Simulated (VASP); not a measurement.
Write the native input for VASP 6.6.1 that does the following.

```
Task                   : single point
Functional             : r2SCAN
Potentials or basis    : VASP PAW PBE potentials, release 64 (Sb, Pb_d)
Cutoff                 : 520 eV
k mesh                 : 8 × 8 × 2
Occupations            : fermi-dirac, width 0.05 eV
Spin                   : no spin polarisation
Dipole correction      : no
Further INCAR settings : ALGO = Normal; EDIFF = 1e-07; NBANDS = 32
```

SbPb3:

```xyz
4
Lattice="3.3166 0.0000 0.0000 -1.6583 2.8722 0.0000 0.0000 0.0000 11.2639" Properties=species:S:1:pos:R:3 pbc="T T T"
Sb    0.0000    0.0000    5.6320
Pb    0.0000    0.0000    0.0000
Pb    1.6583    0.9574    8.4023
Pb    1.6583    0.9574    2.8616
```

One way to write it, as run:

POSCAR

```
SbPb3
1.0
    3.3165729109      0.0000000000      0.0000000000
   -1.6582864554      2.8722367573      0.0000000000
    0.0000000000      0.0000000000     11.2639429109
Sb Pb
1 3
Direct
    0.0000000000      0.0000000000      0.5000000000
    0.0000000000      0.0000000000      0.0000000000
    0.6666666667      0.3333333333      0.7459460000
    0.6666666667      0.3333333333      0.2540540000
```

INCAR.step1

```
  PREC = Accurate
  ENCUT = 520
  ISMEAR = -1
  SIGMA = 0.05
  LREAL = False
  LASPH = True
  NELM = 60
  NBANDS = 32
  GGA = PE
  ALGO = Normal
  EDIFF = 1E-4
  LWAVE = True
  LCHARG = False
```

INCAR.step2

```
  PREC = Accurate
  ENCUT = 520
  EDIFF = 1E-7
  ISMEAR = -1
  SIGMA = 0.05
  LREAL = False
  LASPH = True
  NELM = 60
  ALGO = Normal
  ISIF = 2
  LWAVE = False
  LCHARG = False
  METAGGA = R2SCAN
  LMIXTAU = True
  NBANDS = 32
  ISTART = 1
```

KPOINTS

```
regular mesh
0
Gamma
  8 8 2
```

Potentials or basis: VASP PAW PBE potentials, release 64 (Sb, Pb_d).

Command:

```sh
$ cat potpaw_PBE.64/Sb/POTCAR potpaw_PBE.64/Pb_d/POTCAR > POTCAR
$ cp INCAR.step1 INCAR
$ mpirun -np 1 vasp_std > vasp.out
$ cp INCAR.step2 INCAR
$ mpirun -np 1 vasp_std > vasp.out
```

It gave:

```yaml
Pressure: 7.1 GPa
Largest_force: 0.045 eV/Å
```

Caveat: the PAW data sets were made with another functional, which shifts forces and pressure a little.

It took 3.1 min on 1 thread of Intel(R) Xeon(R) 6975P-C (Granite Rapids), on a shared host, peak memory 0.29 GiB.
